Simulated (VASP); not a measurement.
# As (P6_3/mmc) in VASP: notebook

As is run at these levels: r2SCAN; tasks: single point.

Program: VASP 6.6.1. These are calculated values, not measurements. Logs are shortened: lines on timing, memory, paths and dates and some standing lists are left out, and cuts for length are marked.

### Step 1. The cell of the first run

The structure is hexagonal, space group P6_3/mmc (No. 194). Conventional cell: a = 4.431 Å, b = 4.431 Å, c = 5.468 Å, α = 90.00°, β = 90.00°, γ = 120.00°. Within 3.4 Å of As (site symmetry -6m2) lie 5 As at 2.56 to 2.73 Å. Within 3.4 Å of As (site symmetry -6m2) lie 3 As at 2.56 Å.

### Step 2. Single point, r2SCAN

Input file POSCAR:

```
As
1.0
    4.4313917157      0.0000000000      0.0000000000
   -2.2156958578      3.8376977999      0.0000000000
    0.0000000000      0.0000000000      5.4680433391
As
4
Direct
    0.0000000000      0.0000000000      0.2500000000
    0.0000000000      0.0000000000      0.7500000000
    0.3333333333      0.6666666667      0.7500000000
    0.6666666667      0.3333333333      0.2500000000
```

Input file INCAR.step1:

```
SYSTEM = As
PREC = Accurate
ENCUT = 520
ISMEAR = 0
SIGMA = 0.1
LREAL = .False.
LASPH = .True.
NELM = 60
NBANDS = 18
GGA = PE
ALGO = Normal
EDIFF = 1E-4
LWAVE = .True.
LCHARG = .False.
```

Input file INCAR.step2:

```
SYSTEM = As
PREC = Accurate
ENCUT = 520
EDIFF = 1E-6
ISMEAR = 0
SIGMA = 0.1
LREAL = .False.
LASPH = .True.
NELM = 60
ALGO = Normal
ISIF = 2
LWAVE = .False.
LCHARG = .False.
METAGGA = R2SCAN
LMIXTAU = .True.
NBANDS = 18
ISTART = 1
```

Input file KPOINTS:

```
regular mesh
0
Gamma
  12 12 8
  0 0 0
```

Potentials or basis: VASP PAW PBE potentials, release 64 (As).

Launch:

```console
cat potpaw_PBE.64/As/POTCAR > POTCAR
cp INCAR.step1 INCAR
mpirun -np 1 vasp_std > vasp.out
cp INCAR.step2 INCAR
mpirun -np 1 vasp_std > vasp.out
```

OUTCAR:

```text
SYSTEM = As
   PREC = Accurate
   ENCUT = 520
   EDIFF = 1E-6
   ISMEAR = 0
   LREAL = .False.
   LASPH = .True.
   NELM = 60
   ISIF = 2
   METAGGA = R2SCAN
   ISTART = 1

 ion  position               nearest neighbor table
   1  0.000  0.000  0.250-   4 2.56   4 2.56   4 2.56   2 2.73   2 2.73
   2  0.000  0.000  0.750-   3 2.56   3 2.56   3 2.56   1 2.73   1 2.73
   3  0.333  0.667  0.750-   2 2.56   2 2.56   2 2.56
   4  0.667  0.333  0.250-   1 2.56   1 2.56   1 2.56

  LATTYP: Found a hexagonal cell.
 ALAT       =     4.4313917157
 C/A-ratio  =     1.2339336466

  Lattice vectors:

 A1 = (   4.4313917157,   0.0000000000,   0.0000000000)
 A2 = (  -2.2156958578,   3.8376977999,   0.0000000000)
 A3 = (   0.0000000000,   0.0000000000,   5.4680433391)

Analysis of symmetry for initial positions (statically):
=====================================================================
 Subroutine PRICEL returns:
 Original cell was already a primitive cell.

 Routine SETGRP: Setting up the symmetry group for a
 hexagonal supercell.

 Subroutine GETGRP returns: Found 24 space group operations
 (whereof 12 operations were pure point group operations)
 out of a pool of 24 trial point group operations.

The static configuration has the point symmetry D_3d.
 The point group associated with its full space group is D_6h.

Analysis of symmetry for dynamics (positions and initial velocities):
=====================================================================
 Subroutine PRICEL returns:
 Original cell was already a primitive cell.

 Routine SETGRP: Setting up the symmetry group for a
 hexagonal supercell.

 Subroutine GETGRP returns: Found 24 space group operations
 (whereof 12 operations were pure point group operations)
 out of a pool of 24 trial point group operations.

The dynamic configuration has the point symmetry D_3d.
 The point group associated with its full space group is D_6h.

 Subroutine INISYM returns: Found 24 space group operations
 (whereof 12 operations are pure point group operations),
 and found     1 'primitive' translations

----------------------------------------------------------------------------------------

                                     Primitive cell

  volume of cell :      92.9914

  direct lattice vectors                    reciprocal lattice vectors
     4.431391716  0.000000000  0.000000000     0.225662741  0.130286444  0.000000000
    -2.215695858  3.837697800  0.000000000     0.000000000  0.260572888  0.000000000
     0.000000000  0.000000000  5.468043339     0.000000000  0.000000000  0.182880774

  length of vectors
     4.431391716  4.431391716  5.468043339     0.260572888  0.260572888  0.182880774

  position of ions in fractional coordinates (direct lattice)
     0.000000000  0.000000000  0.250000000
     0.000000000  0.000000000  0.750000000
     0.333333333  0.666666667  0.750000000
     0.666666667  0.333333333  0.250000000

  ion indices of the primitive-cell ions
   primitive index   ion index
                 1           1
                 2           2
                 3           3
                 4           4

----------------------------------------------------------------------------------------

 KPOINTS: regular mesh

Automatic generation of k-mesh.
 Grid dimensions read from file:
 generate k-points for:   12   12    8

 Generating k-lattice:

  Cartesian coordinates                     Fractional coordinates (reciprocal lattice)
     0.018805228  0.010857204  0.000000000     0.083333333 -0.000000000  0.000000000
     0.000000000  0.021714407  0.000000000     0.000000000  0.083333333  0.000000000
     0.000000000  0.000000000  0.022860097     0.000000000  0.000000000  0.125000000

  Length of vectors
     0.021714407  0.021714407  0.022860097

  Shift w.r.t. Gamma in fractional coordinates (k-lattice)
     0.000000000  0.000000000  0.000000000

 Subroutine IBZKPT returns following result:
 ===========================================

 Found     95 irreducible k-points:

 Following reciprocal coordinates:
            Coordinates               Weight
  0.000000  0.000000  0.000000      1.000000
  0.083333  0.000000  0.000000      6.000000
  0.166667 -0.000000  0.000000      6.000000
  0.250000 -0.000000  0.000000      6.000000
  0.333333 -0.000000  0.000000      6.000000
  0.416667  0.000000  0.000000      6.000000
[... 16 lines left out ...]
  0.250000 -0.000000  0.125000     12.000000
  0.333333 -0.000000  0.125000     12.000000
 [... further k-points ...]
   k-points           NKPTS =     95   k-points in BZ     NKDIM =     95   number of bands    NBANDS=     18
   number of dos      NEDOS =    301   number of ions     NIONS =      4
   total plane-waves  NPLWV =  54432
   dimension x,y,z NGX =    36 NGY =   36 NGZ =   42
   dimension x,y,z NGXF=    72 NGYF=   72 NGZF=   84
   ions per type =               4
   NGX,Y,Z   is equivalent  to a cutoff of  13.51, 13.51, 12.77 a.u.
   NGXF,Y,Z  is equivalent  to a cutoff of  27.01, 27.01, 25.54 a.u.
 SYSTEM =  As
   PREC   = accura    normal or accurate (medium, high low for compatibility)
   ISTART =      1    job   : 0-new  1-cont  2-samecut
   ICHARG =      0    charge: 1-file 2-atom 10-const
   ISPIN  =      1    spin polarized calculation?
   LNONCOLLINEAR =      F non collinear calculations
   LSORBIT =      F    spin-orbit coupling
   LASPH  =      T    aspherical Exc in radial PAW
   ENCUT  =  520.0 eV  38.22 Ry    6.18 a.u.   8.24  8.24 10.17*2*pi/ulx,y,z
   NELM   =     60;   NELMIN=  2; NELMDL=  0     # of ELM steps
   EDIFF  = 0.1E-05   stopping-criterion for ELM
   LREAL  =      F    real-space projection
   EDIFFG = 0.1E-04   stopping-criterion for IOM
   NSW    =      0    number of steps for IOM
   IBRION =     -1    ionic relax: 0-MD 1-quasi-New 2-CG
   NFREE  =      0    steps in history (QN), initial steepest desc. (CG)
   ISIF   =      2    stress and relaxation
   ISYM   =      2    0-nonsym 1-usesym 2-fastsym
   POTIM  = 0.5000    time-step for ionic-motion
   TEBEG  =    0.0;   TEEND  =   0.0 temperature during run
   PSTRESS=    0.0 pullay stress
   NELECT =      20.0000    total number of electrons
   NUPDOWN=      -1.0000    fix difference up-down
   EMIN   =  10.00;   EMAX   =-10.00  energy-range for DOS
   EFERMI =   0.00;   METHOD = LEGACY
   ISMEAR =     0;   SIGMA  =   0.10  broadening in eV -4-tet -1-fermi 0-gaus
   EFERMI_NEDOS =   21; number of points for ismear=-14 and -15
   IALGO  =     38    algorithm
   IMIX   =      4    mixing-type and parameters
     AMIX     =   0.40;   BMIX     =  1.00
     AMIX_MAG =   1.60;   BMIX_MAG =  1.00
  volume/ion in A,a.u.               =      23.25       156.88
  Fermi-wavevector in a.u.,A,eV,Ry     =   0.980853  1.853543 13.089790  0.962072
  Thomas-Fermi vector in A             =   2.111815
   LORBIT       =      0    0 simple, 1 ext, 2 COOP (PROOUT), +10 PAW based schemes
   METAGGA = R2SCAN    functional components
   LHFCALC =     F    Hartree Fock is set to
   AEXX    =    0.0000 exact exchange contribution
   IVDW    =     0    specifies the selected vdW correction
   LEPSILON=     F    determine dielectric tensor
   LRPA    =     F    only Hartree local field effects (RPA)
 non-spin polarized calculation
 Gauss-broadening in eV      SIGMA  =   0.10
  energy-cutoff  :      520.00
  volume of cell :       92.99
 maximum number of plane-waves:      2540
 NGX is ok and might be reduce to    36
   NGX = 17   NGY = 17   NGZ = 21

 number of electron      20.0000000 magnetization

 Free energy of the ion-electron system (eV)
  ---------------------------------------------------
  ext. energy  EPLUGINS =         0.00000000
  ---------------------------------------------------
  free energy    TOTEN  =       -56.82916823 eV

  energy without entropy =      -56.81851807  energy(sigma->0) =      -56.82384315

 E-fermi :   4.1560     XC(G=0): -10.0373

 val. band max:        4.1160217517   @ k =   0.4167   0.0833   0.3750
 cond. band min:       4.1939563121   @ k =   0.0833   0.0000   0.2500
 fundamental gap:      0.0779345604
 Fermi energy:         4.1559915197

 k-point     1 :       0.0000    0.0000    0.0000
  band No.  band energies     occupation
      1     -10.8307      2.00000
      2      -8.3264      2.00000
      3      -3.4377      2.00000
      4      -2.0771      2.00000
      5      -1.6188      2.00000
      6       0.0138      2.00000
[... 10 lines left out ...]
     17      10.6099      0.00000
     18      11.2476      0.00000

 k-point     2 :       0.0833    0.0000    0.0000
  band No.  band energies     occupation
      1     -10.7711      2.00000
      2      -8.2756      2.00000
      3      -3.7740      2.00000
      4      -2.0292      2.00000
      5      -2.0224      2.00000
      6      -0.1345      2.00000
[... 10 lines left out ...]
     17      10.8864      0.00000
     18      10.9882      0.00000

 k-point     3 :       0.1667   -0.0000    0.0000
  band No.  band energies     occupation
      1     -10.5945      2.00000
      2      -8.1277      2.00000
      3      -4.5239      2.00000
      4      -2.8609      2.00000
      5      -1.8628      2.00000
      6      -0.4504      2.00000
[... 10 lines left out ...]
     17      10.5240      0.00000
     18      11.6105      0.00000

 k-point     4 :       0.2500   -0.0000    0.0000
  band No.  band energies     occupation
      1     -10.3093      2.00000
      2      -7.9020      2.00000
      3      -5.3662      2.00000
      4      -3.7433      2.00000
      5      -1.6137      2.00000
      6      -0.7769      2.00000
[... 375 lines left out ...]
      4      -3.0604      2.00000
      5      -1.4285      2.00000
      6      -0.3968      2.00000
[... 10 lines left out ...]
     17      10.8236      0.00000
     18      11.3366      0.00000

 k-point    23 :       0.2500   -0.0000    0.1250
  band No.  band energies     occupation
      1     -10.2449      2.00000
      2      -8.0421      2.00000
      3      -5.3299      2.00000
      4      -3.9001      2.00000
      5      -1.2235      2.00000
      6      -0.7199      2.00000
[... 10 lines left out ...]
     17      10.4007      0.00000
     18      11.9866      0.00000

 k-point    24 :       0.3333   -0.0000    0.1250
  band No.  band energies     occupation
      1      -9.8733      2.00000
      2      -7.7830      2.00000
      3      -6.0674      2.00000
      4      -4.7162      2.00000
      5      -0.9811      2.00000
      6      -0.9322      2.00000
[... 10 lines left out ...]
     17      10.0836      0.00000
     18      12.5580      0.00000

 [... further k-points ...]
[... 5 lines left out ...]
  --------------------------------------------------------------------------------------
  -------------------------------------------------------------------------------------
  Total        0.0344973      0.0344973     -0.0226539      0.0000000      0.0000000     -0.0000000
  in kB        0.5943636      0.5943636     -0.3903105      0.0000000      0.0000000     -0.0000000
  external PRESSURE =       0.2661389 kB  Pullay stress =       0.0000000 kB

 VOLUME and BASIS-vectors are now :
 -----------------------------------------------------------------------------
  energy-cutoff  :      520.00
  volume of cell :       92.99
      direct lattice vectors                 reciprocal lattice vectors
     4.431391716  0.000000000  0.000000000     0.225662741  0.130286444  0.000000000
    -2.215695858  3.837697800  0.000000000     0.000000000  0.260572888  0.000000000
     0.000000000  0.000000000  5.468043339     0.000000000  0.000000000  0.182880774

 POSITION                                       TOTAL-FORCE (eV/Angst)
 -----------------------------------------------------------------------------------
      0.00000      0.00000      1.36701        -0.000000      0.000000     -0.000000
      0.00000      0.00000      4.10103         0.000000     -0.000000     -0.000000
     -0.00000      2.55847      4.10103        -0.000000      0.000000      0.000000
      2.21570      1.27923      1.36701         0.000000      0.000000     -0.000000
 -----------------------------------------------------------------------------------
    total drift:                               -0.000000      0.000000     -0.000000

  FREE ENERGIE OF THE ION-ELECTRON SYSTEM (eV)
  ---------------------------------------------------
  free  energy   TOTEN  =       -56.8291682310 eV

  energy  without entropy=      -56.8185180702  energy(sigma->0) =      -56.82384315
```

It took 2.9 min on 1 thread of Intel Xeon 6975P-C (Granite Rapids), shared host; peak memory 0.31 GiB.

Results:

```
Free energy            : -56.8292 eV
Pressure               : 0.0 GPa
Band gap on the k mesh : zero (band 10 reaches 4.82 eV, above the bottom of band 11 at 3.78 eV)
```

Stress tensor (GPa, compression positive):
```
 0.06  0.00  0.00
 0.00  0.06  0.00
 0.00  0.00 -0.04
```

Levels at points of the mesh, in eV from the Fermi level:
```csv
k point,band 6,band 7,band 8,band 9,band 10,band 11,band 12,band 13,band 14,band 15
"(0.00, 0.00, 0.00)",-4.14,-4.14,-3.00,-3.00,0.33,1.24,1.30,1.30,2.35,2.35
"(0.50, 0.00, 0.00)",-5.07,-3.29,-2.06,-2.00,-1.22,0.25,4.29,4.39,4.87,5.37
"(0.00, 0.00, 0.50)",-3.53,-3.53,-3.53,-2.25,-2.25,1.28,1.28,1.28,1.28,1.90
"(0.50, 0.00, 0.50)",-4.53,-2.83,-2.83,-0.84,-0.84,1.31,1.31,4.43,4.43,5.40
```

Caveat: the PAW data sets were made with another functional, which shifts forces and pressure a little.

### Step 3. Single point, r2SCAN

This run uses another cell than the first one, of 19.01 Å³/atom, 0.818 times its volume.

Input file POSCAR:

```
As
1.0
    2.9569250576      0.0000000000      0.0000000000
   -1.4784625288      2.5607722170      0.0000000000
    0.0000000000      0.0000000000     10.0436321436
As
4
Direct
    0.0000000000      0.0000000000      0.0000000000
    0.0000000000      0.0000000000      0.5000000000
    0.3333333333      0.6666666667      0.7500000000
    0.6666666667      0.3333333333      0.2500000000
```

Input file INCAR.step1:

```
SYSTEM = As
ALGO = Normal
EDIFF = 1E-4
ENCUT = 520
GGA = PE
ISMEAR = 0
LASPH = .TRUE.
LCHARG = .FALSE.
LREAL = .FALSE.
LWAVE = .TRUE.
NBANDS = 18
NELM = 100
PREC = Accurate
SIGMA = 0.1
```

Input file INCAR.step2:

```
SYSTEM = As
ALGO = Normal
EDIFF = 1E-7
ENCUT = 520
ISIF = 2
ISMEAR = 0
ISTART = 1
LASPH = .TRUE.
LCHARG = .TRUE.
LELF = .TRUE.
LMIXTAU = .TRUE.
LREAL = .FALSE.
LVHAR = .TRUE.
LWAVE = .FALSE.
METAGGA = R2SCAN
NBANDS = 18
NELM = 100
PREC = Accurate
SIGMA = 0.1
```

Input file KPOINTS:

```
k-points
0
G
  6 6 2
  0 0 0
```

Potentials or basis: VASP PAW PBE potentials, release 64 (As).

Launch:

```console
cat potpaw_PBE.64/As/POTCAR > POTCAR
cp INCAR.step1 INCAR
mpirun -np 1 vasp_std > vasp.out
cp INCAR.step2 INCAR
mpirun -np 1 vasp_std > vasp.out
```

Run time: 2.2 min. Hardware: 1 thread of Intel Xeon Platinum 8375C at 2.90GHz (Ice Lake), shared host; peak memory 0.2 GiB.

It converged, with:

- Free energy: -56.2442 eV
- Pressure: -0.2 GPa
- Band gap on the k mesh: zero (band 10 reaches 11.83 eV, above the bottom of band 11 at 3.23 eV)

Levels at points of the mesh, in eV from the Fermi level:
| k point | band 6 | band 7 | band 8 | band 9 | band 10 | band 11 | band 12 | band 13 | band 14 | band 15 |
| --- | --- | --- | --- | --- | --- | --- | --- | --- | --- | --- |
| (0.00, 0.00, 0.00) | -1.27 | -1.24 | 4.94 | 4.94 | 5.67 | 5.67 | 5.67 | 5.67 | 5.71 | 6.57 |
| (0.50, 0.00, 0.00) | -6.34 | -4.65 | -4.20 | -1.86 | -0.89 | 1.16 | 2.09 | 2.40 | 2.49 | 3.16 |
| (0.00, 0.00, 0.50) | -4.99 | 3.00 | 3.00 | 5.15 | 5.15 | 5.15 | 5.15 | 6.28 | 6.28 | 6.28 |
| (0.50, 0.00, 0.50) | -5.98 | -5.23 | -5.23 | -0.35 | -0.35 | 1.49 | 1.49 | 1.49 | 1.49 | 3.73 |

Caveat: the k points lie up to 0.41 Å⁻¹ apart; the PAW data sets were made with another functional, which shifts forces and pressure a little.

(Continued in part 2 of 2.)
